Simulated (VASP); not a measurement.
A run of VASP 6.6.1 is set up as follows.

File INCAR:

```
SYSTEM = VSi2
ALGO = Normal
EDIFF = 1E-6
EDIFFG = -0.005
ENCUT = 600
GGA = PE
IBRION = 2
ISIF = 3
ISMEAR = 0
LASPH = .True.
LCHARG = .False.
LREAL = .False.
LWAVE = .False.
NELM = 60
NSW = 100
PREC = Accurate
SIGMA = 0.1
```

The input KPOINTS:

```
k-points
0
Gamma
  12 12 6
  0 0 0
```

Contents of POSCAR:

```
VSi2
1.0
    4.5347995800      0.0000000000      0.0000000000
   -2.2673997900      3.9272516400      0.0000000000
    0.0000000000      0.0000000000      6.3189006300
V Si
3 6
Direct
    0.0000000000      0.5000000000      0.1666666700
    0.5000000000      0.5000000000      0.8333333300
    0.5000000000      0.0000000000      0.5000000000
    0.8375067800      0.6750135500      0.5000000000
    0.1624932300      0.8375067800      0.8333333300
    0.6750135500      0.8375067800      0.1666666700
    0.1624932200      0.3249864500      0.5000000000
    0.8375067800      0.1624932200      0.8333333300
    0.3249864500      0.1624932300      0.1666666700
```

Potentials or basis: VASP PAW PBE potentials, release 64 (V_sv, Si).

Command:

```sh
$ cat potpaw_PBE.64/V_sv/POTCAR potpaw_PBE.64/Si/POTCAR > POTCAR
$ mpirun -np 1 vasp_std > vasp.out
```

Problem. Predict the relaxed cell.

Solution. a = 4.566 Å, b = 4.566 Å, c = 6.368 Å, α = 90.00°, β = 90.00°, γ = 120.00°.

Problem. Estimate the space group after relaxing (to 0.1 Å).

Solution. P6_222 (No. 180).

The path:
| step | energy change (eV) | largest force (eV/Å) | pressure (GPa) | volume (Å³) |
| --- | --- | --- | --- | --- |
| 1 | 0.0000 | 0.0524 | 3.93 | 112.54 |
| 2 | 0.0039 | 0.0094 | -3.84 | 117.61 |
| 3 | -0.0295 | 0.0207 | 0.03 | 114.95 |
| 4 | -0.0295 | 0.0199 | -0.09 | 115.00 |
| 5 | -0.0296 | 0.0070 | 0.13 | 114.89 |
| 6 | -0.0296 | 0.0091 | 0.06 | 114.91 |
| 7 | -0.0296 | 0.0005 | -0.03 | 114.96 |

Caveat: an odd number of electrons without spin polarisation forces a metal; a magnetic or distorted state may lie lower.
